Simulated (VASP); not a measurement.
The system is Lu.

```
CELL_PARAMETERS angstrom
3.38239 0.00000 0.00000
-1.69120 2.92924 0.00000
0.00000 0.00000 5.25241
ATOMIC_POSITIONS crystal
Lu 0.33333 0.66667 0.25000
Lu 0.66667 0.33333 0.75000
```

Base run:

```yaml
Program: VASP 6.6.1
Functional: LDA
Potentials_or_basis: VASP PAW PBE potentials, release 64 (Lu)
Cutoff: 520 eV
k_mesh: 11 × 11 × 6
Occupations: fermi-dirac, width 0.1 eV
Spin: no spin polarisation
```

Its results: band gap on the k mesh zero (bands 25 and 26 overlap by 1.91 eV); pressure 0.2 GPa.

Q: After a change of settings the same cell gave: band gap on the k mesh zero (bands 25 and 26 overlap by 1.72 eV); pressure 1.6 GPa. Which change was it?
A. occupations from fermi-dirac, width 0.1 eV to fermi-dirac, width 0.03 eV; further incar settings from ALGO = Normal; EDIFF = 1e-06; NBANDS = 32 to ALGO = Normal; EDIFF = 1e-07; NBANDS = 32
B. k mesh from 11 × 11 × 6 to 4 × 4 × 2
C. occupations from fermi-dirac, width 0.1 eV to fermi-dirac, width 0.01 eV
D. k mesh from 11 × 11 × 6 to 11 × 11 × 7

A: B.

Caveats: some runs use coarse meshes; the PAW data sets were made with another functional, which shifts forces and pressure a little; spin-orbit coupling is left out, which moves the levels of the heavy elements.
